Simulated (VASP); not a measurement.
# KCl (I4mm) in VASP: notebook, part 2 of 2

VASP 6.6.1. Earlier steps stand in the parts before.

## 4. Single point, PBE (all K atoms moved -0.250 Å, as atom 1 along Cartesian [0 0 1])

INCAR reads:

```
SYSTEM = KCl
PREC = Accurate ; ENCUT = 520
EDIFF = 1E-6 ; ISMEAR = 0
SIGMA = 0.05 ; LREAL = .False.
LASPH = .True. ; NELM = 80
ALGO = Normal ; ISIF = 2
LWAVE = .False. ; LCHARG = .False.
GGA = PE ; NBANDS = 15
```

KPOINTS reads:

```
regular mesh
0
Gamma
  6 6 6
  0 0 0
```

POSCAR reads:

```
KCl
1.0
    0.0000000000      3.1561000000      3.1561000000
    3.1561000000      0.0000000000      3.1561000000
    3.1561000000      3.1561000000      0.0000000000
K Cl
1 1
Direct
   -0.0396058427     -0.0396058427      0.0396058427
    0.5000000000      0.5000000000      0.5000000000
```

Potentials or basis: VASP PAW PBE potentials, release 64 (K_sv, Cl).

The run is started by

```bash
cat potpaw_PBE.64/K_sv/POTCAR potpaw_PBE.64/Cl/POTCAR > POTCAR
mpirun -np 1 vasp_std > vasp.out
```

OUTCAR:

```text
SYSTEM = KCl
   PREC = Accurate
   ENCUT = 520
   EDIFF = 1E-6
   ISMEAR = 0
   LREAL = .False.
   LASPH = .True.
   NELM = 80
   ISIF = 2
   GGA = PE

 ion  position               nearest neighbor table
   1  0.960  0.960  0.040-   2 2.91   2 3.17   2 3.17   2 3.17   2 3.17
   2  0.500  0.500  0.500-   1 2.91   1 3.17   1 3.17   1 3.17   1 3.17

  LATTYP: Found a face centered cubic cell.
 ALAT       =     6.3122000000

  Lattice vectors:

 A1 = (   0.0000000000,   3.1561000000,   3.1561000000)
 A2 = (   3.1561000000,   0.0000000000,   3.1561000000)
 A3 = (   3.1561000000,   3.1561000000,   0.0000000000)

Analysis of symmetry for initial positions (statically):
=====================================================================
 Subroutine PRICEL returns:
 Original cell was already a primitive cell.

 Routine SETGRP: Setting up the symmetry group for a
 face centered cubic supercell.

 Subroutine GETGRP returns: Found  8 space group operations
 (whereof  8 operations were pure point group operations)
 out of a pool of 48 trial point group operations.

The static configuration has the point symmetry C_4v.

Analysis of symmetry for dynamics (positions and initial velocities):
=====================================================================
 Subroutine PRICEL returns:
 Original cell was already a primitive cell.

 Routine SETGRP: Setting up the symmetry group for a
 face centered cubic supercell.

 Subroutine GETGRP returns: Found  8 space group operations
 (whereof  8 operations were pure point group operations)
 out of a pool of 48 trial point group operations.

The dynamic configuration has the point symmetry C_4v.

 Subroutine INISYM returns: Found  8 space group operations
 (whereof  8 operations are pure point group operations),
 and found     1 'primitive' translations

----------------------------------------------------------------------------------------

                                     Primitive cell

  volume of cell :      62.8756

  direct lattice vectors                    reciprocal lattice vectors
     0.000000000  3.156100000  3.156100000    -0.158423371  0.158423371  0.158423371
     3.156100000  0.000000000  3.156100000     0.158423371 -0.158423371  0.158423371
     3.156100000  3.156100000  0.000000000     0.158423371  0.158423371 -0.158423371

  length of vectors
     4.463399424  4.463399424  4.463399424     0.274397327  0.274397327  0.274397327

  position of ions in fractional coordinates (direct lattice)
     0.960394157  0.960394157  0.039605843
     0.500000000  0.500000000  0.500000000

  ion indices of the primitive-cell ions
   primitive index   ion index
                 1           1
                 2           2

----------------------------------------------------------------------------------------

 KPOINTS: regular mesh

Automatic generation of k-mesh.
 Grid dimensions read from file:
 generate k-points for:    6    6    6

 Generating k-lattice:

  Cartesian coordinates                     Fractional coordinates (reciprocal lattice)
[... 41 lines left out ...]
 [... further k-points ...]
   k-points           NKPTS =     30   k-points in BZ     NKDIM =     30   number of bands    NBANDS=     15
   number of dos      NEDOS =    301   number of ions     NIONS =      2
   total plane-waves  NPLWV =  46656
   dimension x,y,z NGX =    36 NGY =   36 NGZ =   36
   dimension x,y,z NGXF=    72 NGYF=   72 NGZF=   72
   ions per type =               1   1
   NGX,Y,Z   is equivalent  to a cutoff of  13.41, 13.41, 13.41 a.u.
   NGXF,Y,Z  is equivalent  to a cutoff of  26.82, 26.82, 26.82 a.u.
 SYSTEM =  KCl
   PREC   = accura    normal or accurate (medium, high low for compatibility)
   ISTART =      0    job   : 0-new  1-cont  2-samecut
   ICHARG =      2    charge: 1-file 2-atom 10-const
   ISPIN  =      1    spin polarized calculation?
   LNONCOLLINEAR =      F non collinear calculations
   LSORBIT =      F    spin-orbit coupling
   LASPH  =      T    aspherical Exc in radial PAW
   ENCUT  =  520.0 eV  38.22 Ry    6.18 a.u.   8.30  8.30  8.30*2*pi/ulx,y,z
   NELM   =     80;   NELMIN=  2; NELMDL= -5     # of ELM steps
   EDIFF  = 0.1E-05   stopping-criterion for ELM
   LREAL  =      F    real-space projection
   EDIFFG = 0.1E-04   stopping-criterion for IOM
   NSW    =      0    number of steps for IOM
   IBRION =     -1    ionic relax: 0-MD 1-quasi-New 2-CG
   NFREE  =      0    steps in history (QN), initial steepest desc. (CG)
   ISIF   =      2    stress and relaxation
   ISYM   =      2    0-nonsym 1-usesym 2-fastsym
   POTIM  = 0.5000    time-step for ionic-motion
   TEBEG  =    0.0;   TEEND  =   0.0 temperature during run
   PSTRESS=    0.0 pullay stress
   NELECT =      16.0000    total number of electrons
   NUPDOWN=      -1.0000    fix difference up-down
   EMIN   =  10.00;   EMAX   =-10.00  energy-range for DOS
   EFERMI =   0.00;   METHOD = LEGACY
   ISMEAR =     0;   SIGMA  =   0.05  broadening in eV -4-tet -1-fermi 0-gaus
   EFERMI_NEDOS =   21; number of points for ismear=-14 and -15
   IALGO  =     38    algorithm
   IMIX   =      4    mixing-type and parameters
     AMIX     =   0.40;   BMIX     =  1.00
     AMIX_MAG =   1.60;   BMIX_MAG =  1.00
  volume/ion in A,a.u.               =      31.44       212.15
  Fermi-wavevector in a.u.,A,eV,Ry     =   1.037419  1.960437 14.643101  1.076238
  Thomas-Fermi vector in A             =   2.171856
   LORBIT       =      0    0 simple, 1 ext, 2 COOP (PROOUT), +10 PAW based schemes
   GGA     = PE    functional components
   LHFCALC =     F    Hartree Fock is set to
   AEXX    =    0.0000 exact exchange contribution
   IVDW    =     0    specifies the selected vdW correction
   LEPSILON=     F    determine dielectric tensor
   LRPA    =     F    only Hartree local field effects (RPA)
 non-spin polarized calculation
 Gauss-broadening in eV      SIGMA  =   0.05
  energy-cutoff  :      520.00
  volume of cell :       62.88
 maximum number of plane-waves:      1711
 NGX is ok and might be reduce to    36
   NGX = 17   NGY = 17   NGZ = 17

 number of electron      16.0000000 magnetization

 Free energy of the ion-electron system (eV)
  ---------------------------------------------------
  ext. energy  EPLUGINS =         0.00000000
  ---------------------------------------------------
  free energy    TOTEN  =        -6.76184959 eV

  energy without entropy =       -6.76184959  energy(sigma->0) =       -6.76184959

 E-fermi :  -1.6596     XC(G=0):  -7.4926

 val. band max:       -1.8993995219   @ k =   0.0000   0.0000   0.0000
 cond. band min:       3.2702166330   @ k =   0.0000   0.0000   0.0000
 fundamental gap:      5.1696161549
 Fermi energy:        -1.6596405469

 k-point     1 :       0.0000    0.0000    0.0000
  band No.  band energies     occupation
      1     -29.0780      2.00000
      2     -14.0134      2.00000
      3     -12.5395      2.00000
      4     -12.5395      2.00000
      5     -12.5302      2.00000
      6      -1.9037      2.00000
      7      -1.9037      2.00000
      8      -1.8994      2.00000
      9       3.2702      0.00000
     10       6.5400      0.00000
     11       6.5633      0.00000
     12       6.5633      0.00000
     13       7.3940      0.00000
     14       7.5103      0.00000
[... 401 lines left out ...]
      2     -14.0796      2.00000
      3     -12.5984      2.00000
      4     -12.5855      2.00000
      5     -12.4085      2.00000
      6      -2.6235      2.00000
      7      -2.2017      2.00000
      8      -2.1856      2.00000
      9       5.7073      0.00000
     10       5.8979      0.00000
     11       8.0057      0.00000
     12       8.4406      0.00000
     13       8.6601      0.00000
     14       9.4141      0.00000
     15       9.7812      0.00000

 [... further k-points ...]

------------------------ aborting loop because EDIFF is reached ----------------------------------------

  FORCE on cell =-STRESS in cart. coord.  units (eV):
  Direction    XX          YY          ZZ          XY          YZ          ZX
  --------------------------------------------------------------------------------------
  -------------------------------------------------------------------------------------
  Total        0.1936373      0.1936373      0.8423972      0.0000000      0.0000000     -0.0000000
  in kB        4.9342078      4.9342078     21.4657091      0.0000000      0.0000000     -0.0000000
  external PRESSURE =      10.4447082 kB  Pullay stress =       0.0000000 kB

 VOLUME and BASIS-vectors are now :
 -----------------------------------------------------------------------------
  energy-cutoff  :      520.00
  volume of cell :       62.88
      direct lattice vectors                 reciprocal lattice vectors
     0.000000000  3.156100000  3.156100000    -0.158423371  0.158423371  0.158423371
     3.156100000  0.000000000  3.156100000     0.158423371 -0.158423371  0.158423371
     3.156100000  3.156100000  0.000000000     0.158423371  0.158423371 -0.158423371

 POSITION                                       TOTAL-FORCE (eV/Angst)
 -----------------------------------------------------------------------------------
      3.15610      3.15610      6.06220         0.000000      0.000000      0.392982
      3.15610      3.15610      3.15610         0.000000      0.000000     -0.392982
 -----------------------------------------------------------------------------------
    total drift:                               -0.000000     -0.000000      0.000171

  FREE ENERGIE OF THE ION-ELECTRON SYSTEM (eV)
  ---------------------------------------------------
  free  energy   TOTEN  =        -6.7618495861 eV

  energy  without entropy=       -6.7618495861  energy(sigma->0) =       -6.76184959
```

OSZICAR:

```text
N       E                     dE             d eps       ncg     rms          rms(c)
DAV:   1     0.935253757178E+02    0.93525E+02   -0.67244E+03   900   0.916E+02
DAV:   2    -0.384437363756E+00   -0.93910E+02   -0.88045E+02  1191   0.232E+02
DAV:   3    -0.667231242270E+01   -0.62879E+01   -0.62536E+01  1311   0.511E+01
DAV:   4    -0.705994970728E+01   -0.38764E+00   -0.38756E+00  1329   0.106E+01
DAV:   5    -0.706336001869E+01   -0.34103E-02   -0.34103E-02  1311   0.110E+00    0.345E+00
DAV:   6    -0.676344465271E+01    0.29992E+00   -0.43933E-01  1131   0.337E+00    0.279E+00
DAV:   7    -0.674799732967E+01    0.15447E-01   -0.10912E-01  1250   0.188E+00    0.160E+00
DAV:   8    -0.676055457668E+01   -0.12557E-01   -0.17039E-02  1103   0.980E-01    0.202E-01
DAV:   9    -0.676117851347E+01   -0.62394E-03   -0.89572E-04  1236   0.188E-01    0.103E-01
DAV:  10    -0.676183613700E+01   -0.65762E-03   -0.67397E-04   949   0.161E-01    0.189E-02
DAV:  11    -0.676184620998E+01   -0.10073E-04   -0.23645E-05  1270   0.306E-02    0.905E-03
DAV:  12    -0.676184865995E+01   -0.24500E-05   -0.24288E-06  1018   0.110E-02    0.498E-03
DAV:  13    -0.676184958607E+01   -0.92612E-06   -0.13388E-06  1026   0.668E-03
   1 F= -.67618496E+01 E0= -.67618496E+01  d E =-.253132E-13
```

Wall time 21 s (1 thread of Intel Xeon Platinum 8488C (Sapphire Rapids), shared host); peak memory 0.21 GiB.

Results:

- Free energy: -6.7618 eV
- Pressure: 1.0 GPa
- Largest force: 0.393 eV/Å
- Band gap on the k mesh: 5.17 eV, direct

Forces in eV/Å, atoms in the order of the input:
```
K    0.000  0.000  0.393
Cl   0.000  0.000 -0.393
```

Caveat: the cell differs from its parent crystal (all K atoms moved -0.250 Å, as atom 1 along Cartesian [0 0 1]).

## 5. Single point, PBE (all K atoms moved +0.438 Å, as atom 1 along Cartesian [0 0 1])

INCAR reads:

```
PREC = Accurate ; ENCUT = 520
EDIFF = 1E-6 ; ISMEAR = 0
SIGMA = 0.05 ; LREAL = F
LASPH = T ; NELM = 100
ALGO = Normal ; ISIF = 2
LWAVE = F ; LCHARG = F
GGA = PE ; NBANDS = 15
```

KPOINTS reads:

```
regular mesh
0
Gamma
  6 6 6
```

Changes to POSCAR since step 4:

```diff
@@ -8,3 +8,3 @@
 Direct
-   -0.0396058427     -0.0396058427      0.0396058427
+    0.0693102246      0.0693102246     -0.0693102246
     0.5000000000      0.5000000000      0.5000000000
```

The run is started by

```bash
cat potpaw_PBE.64/K_sv/POTCAR potpaw_PBE.64/Cl/POTCAR > POTCAR
mpirun -np 1 vasp_std > vasp.out
```

Run time: 24 s. Hardware: 1 thread of Intel Xeon Platinum 8488C (Sapphire Rapids), shared host; peak memory 0.2 GiB.

Results (log left out):

```
Free energy            : -6.6405 eV
Pressure               : 2.1 GPa
Largest force          : 0.966 eV/Å
Band gap on the k mesh : 5.18 eV, direct
```

Forces on the atoms (eV/Å):
```
K    0.000  0.000 -0.966
Cl   0.000  0.000  0.966
```

Stress tensor (GPa, compression positive):
```
0.31 0.00 0.00
0.00 0.31 0.00
0.00 0.00 5.78
```

Levels at points of the mesh, in eV from the valence-band top:
```
           k point  band 5  band 6  band 7  band 8  band 9  band 10  band 11  band 12
(0.00, 0.00, 0.00)  -10.54   -0.03   -0.03    0.00    5.18     8.55     8.62     8.62
(0.50, 0.00, 0.00)  -10.28   -0.98   -0.28   -0.24    7.50     8.55    10.20    10.37
(0.50, 0.50, 0.00)  -10.53   -0.53   -0.19   -0.19    6.61     8.34     8.84    10.45
(0.00, 0.50, 0.50)  -10.53   -0.62   -0.29   -0.16    6.86     8.17    10.09    10.35
```

Caveat: the cell differs from its parent crystal (all K atoms moved +0.438 Å, as atom 1 along Cartesian [0 0 1]).
